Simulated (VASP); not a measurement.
# SnO2 (I4_1/amd) in VASP: a series of runs, part 3 of 3

VASP 6.6.1. The steps go on from the part before.

## 4. Single point, PBEsol

Contents of INCAR:

```
ALGO = Normal ; EDIFF = 1E-6
ENCUT = 520 ; GGA = PS
ISIF = 2 ; ISMEAR = 0
LASPH = True ; LCHARG = True
LELF = True ; LREAL = False
LVHAR = True ; LWAVE = False
NBANDS = 35 ; NELM = 60
PREC = Accurate ; SIGMA = 0.05
```

Contents of KPOINTS:

```
k-points
0
Gamma
  10 10 10
```

Contents of POSCAR:

```
SnO2
1.0
   -2.0054999738      2.0054999738      5.1227446880
    2.0054999738     -2.0054999738      5.1227446880
    2.0054999738      2.0054999738     -5.1227446880
Sn O
2 4
Direct
    0.7500000000      0.2500000000      0.5000000000
    0.0000000000      0.0000000000      0.0000000000
    0.7970812214      0.7970812214      0.0000000000
    0.9529187786      0.4529187786      0.5000000000
    0.2029187786      0.2029187786      0.0000000000
    0.5470812214      0.0470812214      0.5000000000
```

Potentials or basis: VASP PAW PBE potentials, release 64 (Sn_d, O).

The run is started by

```
$ cat potpaw_PBE.64/Sn_d/POTCAR potpaw_PBE.64/O/POTCAR > POTCAR
$ mpirun -np 1 vasp_std > vasp.out
```

OUTCAR:

```text
EDIFF = 1E-6
   ENCUT = 520
   GGA = PS
   ISIF = 2
   ISMEAR = 0
   LASPH = True
   LREAL = False
   NELM = 60
   PREC = Accurate

 ion  position               nearest neighbor table
   1  0.750  0.250  0.500-   3 2.06   5 2.06   3 2.06   5 2.06   4 2.08   6 2.08   2 3.25   2 3.25
                             2 3.25   2 3.25
   2  0.000  0.000  0.000-   6 2.06   4 2.06   6 2.06   4 2.06   3 2.08   5 2.08   1 3.25   1 3.25
                             1 3.25   1 3.25
   3  0.797  0.797  0.000-   1 2.06   1 2.06   2 2.08
   4  0.953  0.453  0.500-   2 2.06   2 2.06   1 2.08
   5  0.203  0.203  0.000-   1 2.06   1 2.06   2 2.08
   6  0.547  0.047  0.500-   2 2.06   2 2.06   1 2.08

  LATTYP: Found a body centered tetragonal cell.
 ALAT       =     4.0109999476
 C/A-ratio  =     2.5543479207

  Lattice vectors:

 A1 = (  -2.0054999738,   2.0054999738,   5.1227446880)
 A2 = (   2.0054999738,  -2.0054999738,   5.1227446880)
 A3 = (   2.0054999738,   2.0054999738,  -5.1227446880)

[... 184 lines left out ...]

 E-fermi :   4.1767     XC(G=0): -10.5221

 val. band max:        3.8589987939   @ k =  -0.4000   0.4000   0.0000
 cond. band min:       5.3987424879   @ k =   0.0000   0.0000   0.0000
 fundamental gap:      1.5397436941
 Fermi energy:         4.1766905342

 k-point     1 :       0.0000    0.0000    0.0000
  band No.  band energies     occupation
      1     -16.4498      2.00000
      2     -16.4223      2.00000
      3     -16.2839      2.00000
      4     -15.7412      2.00000
      5     -15.6295      2.00000
      6     -15.6295      2.00000
[... 901 lines left out ...]
     34      15.0628      0.00000
     35      16.3930      0.00000

 [... further k-points ...]

------------------------ aborting loop because EDIFF is reached ----------------------------------------

  FORCE on cell =-STRESS in cart. coord.  units (eV):
  Direction    XX          YY          ZZ          XY          YZ          ZX
  --------------------------------------------------------------------------------------
  -------------------------------------------------------------------------------------
  Total        0.2928634      0.2928634      0.4520804      0.0000000      0.0000000      0.0000000
  in kB        5.6933467      5.6933467      8.7885703      0.0000000      0.0000000      0.0000000
  external PRESSURE =       6.7250879 kB  Pullay stress =       0.0000000 kB

 VOLUME and BASIS-vectors are now :
 -----------------------------------------------------------------------------
  energy-cutoff  :      520.00
  volume of cell :       82.42
      direct lattice vectors                 reciprocal lattice vectors
    -2.005499974  2.005499974  5.122744688     0.000000000  0.249314389  0.097603927
     2.005499974 -2.005499974  5.122744688     0.249314389  0.000000000  0.097603927
     2.005499974  2.005499974 -5.122744688     0.249314389  0.249314389  0.000000000

 POSITION                                       TOTAL-FORCE (eV/Angst)
 -----------------------------------------------------------------------------------
      0.00000      2.00550      2.56137         0.000000      0.000000     -0.000000
      0.00000      0.00000      0.00000         0.000000      0.000000      0.000000
      0.00000      0.00000      8.16649        -0.000000      0.000000     -0.030879
      0.00000      2.00550      4.64037         0.000000     -0.000000      0.030879
      0.00000      0.00000      2.07900        -0.000000      0.000000      0.030879
      0.00000      2.00550      0.48237         0.000000     -0.000000     -0.030879
 -----------------------------------------------------------------------------------
    total drift:                               -0.000000     -0.000000      0.000000

  FREE ENERGIE OF THE ION-ELECTRON SYSTEM (eV)
  ---------------------------------------------------
  free  energy   TOTEN  =       -39.2225786641 eV

  energy  without entropy=      -39.2225786641  energy(sigma->0) =      -39.22257866
```

OSZICAR:

```text
N       E                     dE             d eps       ncg     rms          rms(c)
DAV:   1     0.643683997120E+03    0.64368E+03   -0.25500E+04  7838   0.222E+03
DAV:   2     0.604433843659E+02   -0.58324E+03   -0.55017E+03  7759   0.608E+02
DAV:   3    -0.393933780901E+02   -0.99837E+02   -0.98177E+02  7809   0.209E+02
DAV:   4    -0.447406368476E+02   -0.53473E+01   -0.53075E+01  8941   0.534E+01
DAV:   5    -0.448848381957E+02   -0.14420E+00   -0.14396E+00  8720   0.918E+00    0.151E+01
DAV:   6    -0.391897053908E+02    0.56951E+01   -0.16225E+01 11446   0.643E+01    0.602E+00
DAV:   7    -0.392717925280E+02   -0.82087E-01   -0.20024E+00  7855   0.767E+00    0.320E+00
DAV:   8    -0.392334005384E+02    0.38392E-01   -0.22175E-01 10900   0.437E+00    0.752E-01
DAV:   9    -0.392215136848E+02    0.11887E-01   -0.48606E-02 11342   0.347E+00    0.138E-01
DAV:  10    -0.392224704655E+02   -0.95678E-03   -0.46811E-03  9901   0.711E-01    0.476E-02
DAV:  11    -0.392225700314E+02   -0.99566E-04   -0.40657E-04 11002   0.205E-01    0.180E-02
DAV:  12    -0.392225824399E+02   -0.12408E-04   -0.53428E-05  9143   0.439E-02    0.174E-02
DAV:  13    -0.392225785075E+02    0.39323E-05   -0.22558E-05 10183   0.667E-02    0.294E-03
DAV:  14    -0.392225786641E+02   -0.15661E-06   -0.16157E-06  5866   0.130E-02
   1 F= -.39222579E+02 E0= -.39222579E+02  d E =-.132579E-20
```

stdout:

```text
POSCAR found type information on POSCAR SnO
 POSCAR found :  2 types and       6 ions
 scaLAPACK will be used
 -----------------------------------------------------------------------------
|                                                                             |
|                                                                             |
|     You enforced a specific xc type in the INCAR file but a different       |
|     I HOPE YOU KNOW WHAT YOU ARE DOING!                                     |
|                                                                             |
 -----------------------------------------------------------------------------

 LDA part: xc-table for (Slater+PW92), standard interpolation
 POSCAR, INCAR and KPOINTS ok, starting setup
 FFT: planning ... GRIDC
 FFT: planning ... GRID_SOFT
 FFT: planning ... GRID
 WAVECAR not read
 entering main loop
```

Wall time 10 min (1 thread of AMD EPYC 7R43 (Zen 3), shared host); peak memory 0.42 GiB.

Results:

```
Free energy            : -39.2226 eV
Pressure               : 0.7 GPa
Largest force          : 0.031 eV/Å
Band gap on the k mesh : 1.54 eV, indirect (least direct gap 1.91 eV)
```

Forces on the atoms (eV/Å):
```
Sn   0.000  0.000  0.000
Sn   0.000  0.000  0.000
O    0.000  0.000 -0.031
O    0.000  0.000  0.031
O    0.000  0.000  0.031
O    0.000  0.000 -0.031
```

Levels at points of the mesh, in eV from the valence-band top:
| k point | band 24 | band 25 | band 26 | band 27 | band 28 | band 29 |
| --- | --- | --- | --- | --- | --- | --- |
| (0.00, 0.00, 0.00) | -0.66 | -0.37 | -0.37 | 1.54 | 5.51 | 9.23 |
| (0.50, 0.00, 0.00) | -0.75 | -0.56 | -0.38 | 4.86 | 6.14 | 7.82 |
| (0.50, 0.50, 0.00) | -0.80 | -0.05 | -0.05 | 7.21 | 7.21 | 7.55 |
| (0.50, 0.50, 0.50) | -1.02 | -0.27 | -0.27 | 4.20 | 4.20 | 7.56 |

Caveat: the PAW data sets were made with another functional, which shifts forces and pressure a little; spin-orbit coupling is left out, which moves the levels of the heavy elements.

## 5. Overview

```tsv
task	cell	cutoff (eV)	smearing	gap on the mesh (eV)	pressure (GPa)	largest force (eV/Å)
single point	a = 5.855 Å, angles 139.9, 139.9, 57.9°, 6 atoms	520	gaussian 0.02 eV	1.54	0.7	0.03
relaxation of cell and atoms	relaxed from a = 5.853 Å, angles 140.0, 140.0, 57.8°, 6 atoms	600	gaussian 0.02 eV	1.51	0.0	-
single point	a = 5.855 Å, angles 139.9, 139.9, 57.9°, 6 atoms	520	gaussian 0.05 eV	1.54	0.7	0.03
```

Alike in all rows: level PBEsol; potentials or basis VASP PAW PBE potentials, release 64 (Sn_d, O); no spin polarisation; k mesh 10 × 10 × 10.

Caveats: the PAW data sets were made with another functional, which shifts forces and pressure a little; spin-orbit coupling is left out, which moves the levels of the heavy elements.

Absolute energies hang on the potentials; compare differences alone.
